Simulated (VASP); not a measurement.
The system is MnGa3.

```
Ga Mn
1.0
     0.00000    3.17694    3.17694
     3.17694    0.00000    3.17694
     3.17694    3.17694    0.00000
Ga Mn
3 1
Direct
  0.25000 0.25000 0.25000
  0.75000 0.75000 0.75000
  0.50000 0.50000 0.50000
  0.00000 0.00000 0.00000
```

- Program: VASP 6.6.1
- Task: relaxation of cell and atoms
- Functional: PBEsol
- Potentials or basis: VASP PAW PBE potentials, release 64 (Ga_d, Mn_pv)
- Cutoff: 600 eV
- k mesh: 12 × 12 × 12
- Occupations: gaussian, width 0.1 eV
- Spin: no spin polarisation

At the start: pressure -9.9 GPa; volume 16.03 Å³/atom.

Where does the relaxation end?

Over 3 steps the energy falls by 64.7 meV/atom and the volume is 14.17 Å³/atom (-11.6 %); space group Fm-3m (No. 225, to 0.1 Å) before and after.

Step by step:
```
step  energy change (eV)  largest force (eV/Å)  pressure (GPa)  volume (Å³)
   1              0.0000                0.0000           -9.87        64.13
   2             -0.2478                0.0000            2.70        55.40
   3             -0.2586                0.0000            0.03        56.69
```

Final structure:
```yaml
crystal:
  lattice:
    - [0.00000, 3.04907, 3.04907]
    - [3.04907, 0.00000, 3.04907]
    - [3.04907, 3.04907, 0.00000]
  atoms:
    - { symbol: Ga, position: [0.25000, 0.25000, 0.25000] }
    - { symbol: Ga, position: [0.75000, 0.75000, 0.75000] }
    - { symbol: Ga, position: [0.50000, 0.50000, 0.50000] }
    - { symbol: Mn, position: [0.00000, 0.00000, 0.00000] }
```

Caveat: the PAW data sets were made with another functional, which shifts forces and pressure a little; the run has no spin polarisation, though such a crystal can be magnetic.
